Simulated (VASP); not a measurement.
# MoS2 (R-3m) in VASP: further runs, part 2 of 2

VASP 6.6.1. The steps go on from the part before.

## Step 4: Single point, PBE+D3(BJ) (strain -0.0375 x Voigt [1, 1, 0, 0, 0, 0])

Contents of INCAR:

```
  ALGO = Fast
  EDIFF = 1E-6
  ENCUT = 520
  GGA = PE
  ISIF = 2
  ISMEAR = 0
  IVDW = 12
  LASPH = True
  LCHARG = False
  LREAL = False
  LWAVE = False
  NBANDS = 20
  NELM = 80
  PREC = Accurate
  SIGMA = 0.15
```

Contents of KPOINTS:

```
k-points
0
Gamma
  18 18 18
```

Contents of POSCAR:

```
MoS2
1.0
    1.5079765253      0.8706306528      5.9589013495
   -1.5079765253      0.8706306528      5.9589013495
    0.0000000000     -1.7412613057      5.9589013495
Mo S
1 2
Direct
    0.0000000000      0.0000000000      0.0000000000
    0.7563304588      0.7563304588      0.7563304588
    0.2436695412      0.2436695412      0.2436695412
```

Potentials or basis: VASP PAW PBE potentials, release 64 (Mo_sv, S).

The run is started by

```
> cat potpaw_PBE.64/Mo_sv/POTCAR potpaw_PBE.64/S/POTCAR > POTCAR
> mpirun -np 1 vasp_std > vasp.out
```

OUTCAR:

```text
EDIFF = 1E-6
   ENCUT = 520
   GGA = PE
   ISIF = 2
   ISMEAR = 0
   IVDW = 12
   LASPH = True
   LREAL = False
   NELM = 80
   PREC = Accurate
 IVDW          = 12

 ion  position               nearest neighbor table
   1  0.000  0.000  0.000-   2 2.37   2 2.37   3 2.37   3 2.37   2 2.37   3 2.37
   2  0.756  0.756  0.756-   1 2.37   1 2.37   1 2.37
   3  0.244  0.244  0.244-   1 2.37   1 2.37   1 2.37

  LATTYP: Found a trigonal (rhomboedric) cell.
 ALAT       =     6.2080992443
 COS(alpha) =     0.8819946070

  Lattice vectors:

 A1 = (   1.5079765253,   0.8706306528,   5.9589013495)
 A2 = (  -1.5079765253,   0.8706306528,   5.9589013495)
 A3 = (   0.0000000000,  -1.7412613057,   5.9589013495)

Analysis of symmetry for initial positions (statically):
=====================================================================
 Subroutine PRICEL returns:
 Original cell was already a primitive cell.

 Routine SETGRP: Setting up the symmetry group for a
 trigonal (rhombohedral) supercell.

 Subroutine GETGRP returns: Found 12 space group operations
 (whereof 12 operations were pure point group operations)
 out of a pool of 12 trial point group operations.

The static configuration has the point symmetry D_3d.

Analysis of symmetry for dynamics (positions and initial velocities):
=====================================================================
 Subroutine PRICEL returns:
 Original cell was already a primitive cell.

 Routine SETGRP: Setting up the symmetry group for a
 trigonal (rhombohedral) supercell.

 Subroutine GETGRP returns: Found 12 space group operations
 (whereof 12 operations were pure point group operations)
 out of a pool of 12 trial point group operations.

The dynamic configuration has the point symmetry D_3d.

 Subroutine INISYM returns: Found 12 space group operations
[... 114 lines left out ...]
   ISMEAR =     0;   SIGMA  =   0.15  broadening in eV -4-tet -1-fermi 0-gaus
   EFERMI_NEDOS =   21; number of points for ismear=-14 and -15
   IALGO  =     68    algorithm
   IMIX   =      4    mixing-type and parameters
     AMIX     =   0.40;   BMIX     =  1.00
     AMIX_MAG =   1.60;   BMIX_MAG =  1.00
  volume/ion in A,a.u.               =      15.65       105.59
  Fermi-wavevector in a.u.,A,eV,Ry     =   1.344468  2.540677 24.593829  1.807595
  Thomas-Fermi vector in A             =   2.472460
   LORBIT       =      0    0 simple, 1 ext, 2 COOP (PROOUT), +10 PAW based schemes
   GGA     = PE    functional components
   LHFCALC =     F    Hartree Fock is set to
   AEXX    =    0.0000 exact exchange contribution
   IVDW    =    12    specifies the selected vdW correction
   LEPSILON=     F    determine dielectric tensor
   LRPA    =     F    only Hartree local field effects (RPA)
 non-spin polarized calculation
 RMM-DIIS sequential band-by-band and
 Gauss-broadening in eV      SIGMA  =   0.15
  energy-cutoff  :      520.00
  volume of cell :       46.94
 maximum number of plane-waves:      1300
 NGX is ok and might be reduce to    48
   NGX = 23   NGY = 23   NGZ = 23

 number of electron      26.0000001 magnetization

 Free energy of the ion-electron system (eV)
  ---------------------------------------------------
  ext. energy  EPLUGINS =         0.00000000
  ---------------------------------------------------
  free energy    TOTEN  =       -20.69343335 eV

  energy without entropy =      -20.68702605  energy(sigma->0) =      -20.69022970

 E-fermi :   9.4271     XC(G=0): -11.6091

 val. band max:        9.4195813842   @ k =   0.5000   0.3333   0.1667
 cond. band min:       9.4397618185   @ k =  -0.3889   0.2778   0.0000
 fundamental gap:      0.0201804343
 Fermi energy:         9.4270612817

 k-point     1 :       0.0000    0.0000    0.0000
  band No.  band energies     occupation
      1     -52.1512      2.00000
      2     -26.3542      2.00000
      3     -26.0200      2.00000
      4     -26.0200      2.00000
      5      -6.3517      2.00000
      6      -4.4949      2.00000
[... 541 lines left out ...]
     19      17.5448      0.00000
     20      19.6474      0.00000

 [... further k-points ...]

------------------------ aborting loop because EDIFF is reached ----------------------------------------

 Edisp (eV)   -1.45824

 E8    (eV) :    -0.5884

  FORCE on cell =-STRESS in cart. coord.  units (eV):
  Direction    XX          YY          ZZ          XY          YZ          ZX
  --------------------------------------------------------------------------------------
  -------------------------------------------------------------------------------------
  Total       4.04183     4.04183     3.18422     0.00000    -0.00000     0.00000
  in kB     137.95669   137.95669   108.68455     0.00000    -0.00000     0.00000
  external pressure =      128.20 kB  Pullay stress =        0.00 kB

 VOLUME and BASIS-vectors are now :
 -----------------------------------------------------------------------------
  energy-cutoff  :      520.00
  volume of cell :       46.94
      direct lattice vectors                 reciprocal lattice vectors
     1.507976525  0.870630653  5.958901349     0.331570148  0.191432114  0.055938723
    -1.507976525  0.870630653  5.958901349    -0.331570148  0.191432114  0.055938723
     0.000000000 -1.741261306  5.958901349     0.000000000 -0.382864229  0.055938723

 POSITION                                       TOTAL-FORCE (eV/Angst)
 -----------------------------------------------------------------------------------
      0.00000      0.00000      0.00000         0.000000      0.000000      0.000000
      0.00000     -0.00000     13.52070         0.000000     -0.000000      0.958350
      0.00000     -0.00000      4.35601         0.000000      0.000000     -0.958350
 -----------------------------------------------------------------------------------
    total drift:                                0.000000      0.000000     -0.000000

  FREE ENERGIE OF THE ION-ELECTRON SYSTEM (eV)
  ---------------------------------------------------
  free  energy   TOTEN  =       -22.1516759550 eV

  energy  without entropy=      -22.1452686540  energy(sigma->0) =      -22.14847230
```

OSZICAR:

```text
N       E                     dE             d eps       ncg     rms          rms(c)
DAV:   1     0.182554726262E+03    0.18255E+03   -0.13692E+04 23216   0.125E+03
DAV:   2    -0.148522713216E+02   -0.19741E+03   -0.19213E+03 27864   0.322E+02
DAV:   3    -0.218878993585E+02   -0.70356E+01   -0.69569E+01 28832   0.564E+01
DAV:   4    -0.219629501880E+02   -0.75051E-01   -0.74971E-01 27964   0.616E+00
DAV:   5    -0.219639850822E+02   -0.10349E-02   -0.10348E-02 29304   0.706E-01    0.280E+01
RMM:   6    -0.211016700858E+02    0.86231E+00   -0.40575E+00 25224   0.123E+01    0.109E+01
RMM:   7    -0.208297731981E+02    0.27190E+00   -0.94042E-01 24250   0.562E+00    0.788E+00
RMM:   8    -0.206959304865E+02    0.13384E+00   -0.42073E-01 24978   0.417E+00    0.116E+00
RMM:   9    -0.206927388349E+02    0.31917E-02   -0.40166E-02 27996   0.150E+00    0.208E-01
RMM:  10    -0.206933249581E+02   -0.58612E-03   -0.75591E-03 29413   0.570E-01    0.878E-02
RMM:  11    -0.206934001236E+02   -0.75165E-04   -0.88756E-04 29195   0.211E-01    0.319E-02
RMM:  12    -0.206934269181E+02   -0.26794E-04   -0.26525E-04 29509   0.981E-02    0.138E-02
RMM:  13    -0.206934315641E+02   -0.46460E-05   -0.42507E-05 26910   0.447E-02    0.512E-03
RMM:  14    -0.206934331069E+02   -0.15428E-05   -0.15776E-05 24921   0.220E-02    0.171E-03
RMM:  15    -0.206934333534E+02   -0.24649E-06   -0.23509E-06 18491   0.108E-02
   1 F= -.22151676E+02 E0= -.22148472E+02  d E =-.640730E-02
```

It took 34 min on 1 thread of Oxide Virtual Turin-like, shared host; peak memory 0.66 GiB.

Results:

```yaml
Free_energy: -22.1517 eV
Pressure: 12.8 GPa
Largest_force: 0.958 eV/Å
Band_gap_on_the_k_mesh: zero (bands 13 and 14 overlap by 0.53 eV)
Dispersion_energy_per_atom: -0.486 eV
```

Forces in eV/Å, atoms in the order of the input:
```
Mo   0.000  0.000  0.000
S    0.000  0.000  0.958
S    0.000  0.000 -0.958
```

Stress tensor (GPa, compression positive):
```
13.80  0.00  0.00
 0.00 13.80  0.00
 0.00  0.00 10.87
```

Levels at points of the mesh, in eV from the Fermi level:
```csv
k point,band 9,band 10,band 11,band 12,band 13,band 14,band 15,band 16,band 17,band 18
"(0.00, 0.00, 0.00)",-3.70,-2.06,-1.69,-0.75,-0.75,0.42,0.42,3.55,3.55,6.75
"(0.50, 0.00, 0.00)",-5.81,-4.10,-2.72,-2.36,-1.11,1.86,2.43,3.38,4.37,5.39
"(0.50, 0.50, 0.00)",-4.93,-3.97,-2.98,-2.83,-1.51,1.86,2.01,4.13,4.73,5.48
"(0.50, 0.50, 0.50)",-3.67,-3.67,-0.72,-0.72,-0.30,0.23,0.23,3.75,3.75,6.64
```

Caveat: the cell differs from its parent crystal (strain -0.0375 x Voigt [1, 1, 0, 0, 0, 0]); the cell stands under pressure.

## Step 5: Single point, PBE+D3(BJ) (strain +0.0375 x Voigt [1, 1, 0, 0, 0, 0])

Contents of INCAR:

```
ALGO = Fast
EDIFF = 1E-6
ENCUT = 520
GGA = PE
ISIF = 2
ISMEAR = 0
IVDW = 12
LASPH = T
LCHARG = F
LREAL = F
LWAVE = F
NBANDS = 20
NELM = 80
PREC = Accurate
SIGMA = 0.15
```

KPOINTS is that of step 4.

Contents of POSCAR:

```
MoS2
1.0
    1.6254811896      0.9384720024      5.9589013495
   -1.6254811896      0.9384720024      5.9589013495
    0.0000000000     -1.8769440048      5.9589013495
Mo S
1 2
Direct
    0.0000000000      0.0000000000      0.0000000000
    0.7563304588      0.7563304588      0.7563304588
    0.2436695412      0.2436695412      0.2436695412
```

The run is started by

```
> cat potpaw_PBE.64/Mo_sv/POTCAR potpaw_PBE.64/S/POTCAR > POTCAR
> mpirun -np 1 vasp_std > vasp.out
```

Wall time 41 min (1 thread of Oxide Virtual Turin-like, shared host); peak memory 0.74 GiB.

Results (log left out):

```yaml
Free_energy: -22.1803 eV
Pressure: -9.0 GPa
Largest_force: 0.832 eV/Å
Band_gap_on_the_k_mesh: zero (bands 13 and 14 overlap by 0.70 eV)
Dispersion_energy_per_atom: -0.417 eV
```

Forces on the atoms (eV/Å):
```
Mo   0.000  0.000  0.000
S    0.000  0.000 -0.832
S    0.000  0.000  0.832
```

Stress tensor (GPa, compression positive):
```
-9.53  0.00  0.00
 0.00 -9.53  0.00
 0.00  0.00 -7.85
```

Levels at points of the mesh, in eV from the Fermi level:
```tsv
k point	band 10	band 11	band 12	band 13	band 14	band 15	band 16	band 17
(0.00, 0.00, 0.00)	-1.16	-1.12	-0.79	-0.79	-0.17	-0.17	2.90	2.90
(0.50, 0.00, 0.00)	-3.86	-2.66	-1.66	-1.35	1.02	1.84	2.86	3.67
(0.50, 0.50, 0.00)	-3.71	-2.61	-2.14	-1.77	1.02	1.58	3.53	4.61
(0.50, 0.50, 0.50)	-3.58	-0.76	-0.76	-0.38	-0.38	0.01	3.11	3.11
```

Caveat: the cell differs from its parent crystal (strain +0.0375 x Voigt [1, 1, 0, 0, 0, 0]); the cell stands under tension.

The gap in the log of VASP goes by the Fermi energy; the results here count the filled bands.